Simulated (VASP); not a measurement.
Write the native input for VASP 6.6.1 that does the following.

| Item | Value |
| --- | --- |
| Task | single point |
| Functional | PBEsol |
| Potentials or basis | VASP PAW PBE potentials, release 64 (Si) |
| Cutoff | 520 eV |
| k mesh | 8 × 8 × 8 |
| Occupations | gaussian, width 0.01 eV |
| Spin | no spin polarisation |
| Dipole correction | no |
| Further INCAR settings | ALGO = Normal; EDIFF = 1e-07; NBANDS = 11 |

The structure of Si lies in POSCAR:

```
Si
1.0
    0.0000000000      2.7167280764      2.7167280764
    2.7167280764      0.0000000000      2.7167280764
    2.7167280764      2.7167280764      0.0000000000
Si
2
Direct
    0.2500000000      0.2500000000      0.2500000000
    0.0000000000      0.0000000000      0.0000000000
```

These files were run (other wordings do the same):

INCAR

```
  PREC = Accurate
  ENCUT = 520
  EDIFF = 1E-7
  ISMEAR = 0
  SIGMA = 0.01
  LREAL = False
  LASPH = True
  NELM = 60
  ALGO = Normal
  ISIF = 2
  LWAVE = False
  LCHARG = False
  GGA = PS
  NBANDS = 11
```

KPOINTS

```
Automatic mesh
0
Gamma
  8 8 8
```

Potentials or basis: VASP PAW PBE potentials, release 64 (Si).

Command:

```sh
$ cat potpaw_PBE.64/Si/POTCAR > POTCAR
$ mpirun -np 1 vasp_std > vasp.out
```

Results of the run:

```json
{"Pressure": "0.1 GPa", "Band gap on the k mesh": "0.51 eV, indirect (least direct gap 2.52 eV)"}
```

Caveat: the PAW data sets were made with another functional, which shifts forces and pressure a little.

Run time: 7.3 s on 1 thread of Intel(R) Xeon(R) 6975P-C (Granite Rapids), with other jobs on the host, peak memory 0.15 GiB.
